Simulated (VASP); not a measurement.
CrNi: single point with PBE

Crystal: CrNi.

```
Cr Ni
1.0
     1.24449    0.71851    4.14780
    -1.24449    0.71851    4.14780
     0.00000   -1.43702    4.14780
Cr Ni
1 1
Cartesian
  0.0000 0.0000 0.0000
  0.0000 0.0000 6.2217
```

```json
{
  "Program": "VASP 6.6.1",
  "Task": "single point",
  "Functional": "PBE",
  "Potentials or basis": "VASP PAW PBE potentials, release 64 (Cr_pv, Ni)",
  "Cutoff": "520 eV",
  "k mesh": "6 × 6 × 6",
  "Occupations": "gaussian, width 0.1 eV",
  "Spin": "collinear spin, ferromagnetic start",
  "Starting moments": "[3.0, 2.0] μB",
  "Dipole correction": "no",
  "Further INCAR settings": "ALGO = Normal; EDIFF = 1e-06; NBANDS = 22"
}
```

```
Pressure                                              : 1.5 GPa
Band gap on the k mesh                                : zero (filled and empty bands overlap)
Net moment                                            : 0.00 μB per cell
Valence electrons inside the program's atomic spheres : Cr 11.01; Ni 9.41
```

Stress tensor (GPa, compression positive):
```
-0.24  0.00  0.00
 0.00 -0.24  0.00
 0.00  0.00  4.84
```

Levels at points of the mesh, in eV from the Fermi level:
Spin up:
```
           k point  band 8  band 9  band 10  band 11  band 12  band 13  band 14  band 15
(0.00, 0.00, 0.00)   -1.86   -1.61    -1.61    -0.21    -0.05    -0.05     1.60     1.60
(0.50, 0.00, 0.00)   -2.33   -1.60    -1.11    -0.36     0.64     2.68     2.84     4.43
(0.50, 0.50, 0.00)   -1.86   -0.37     0.06     0.16     1.32     1.58     2.69     3.03
(0.50, 0.50, 0.50)   -2.04   -1.71    -1.25    -1.25    -0.38    -0.38     1.33     1.33
```
Spin down:
```csv
k point,band 8,band 9,band 10,band 11,band 12,band 13,band 14,band 15
"(0.00, 0.00, 0.00)",-1.86,-1.61,-1.61,-0.21,-0.05,-0.05,1.60,1.60
"(0.50, 0.00, 0.00)",-2.33,-1.60,-1.11,-0.36,0.64,2.68,2.84,4.43
"(0.50, 0.50, 0.00)",-1.86,-0.37,0.06,0.16,1.32,1.58,2.69,3.03
"(0.50, 0.50, 0.50)",-2.04,-1.71,-1.25,-1.25,-0.38,-0.38,1.33,1.33
```

Wall time 100 s on 1 thread of AMD EPYC 7R13 Processor (Zen 3), with other jobs on the host, peak memory 0.22 GiB.

Caveat: the k points lie up to 0.49 Å⁻¹ apart; the starting moments collapsed, and a magnetic state may lie lower.
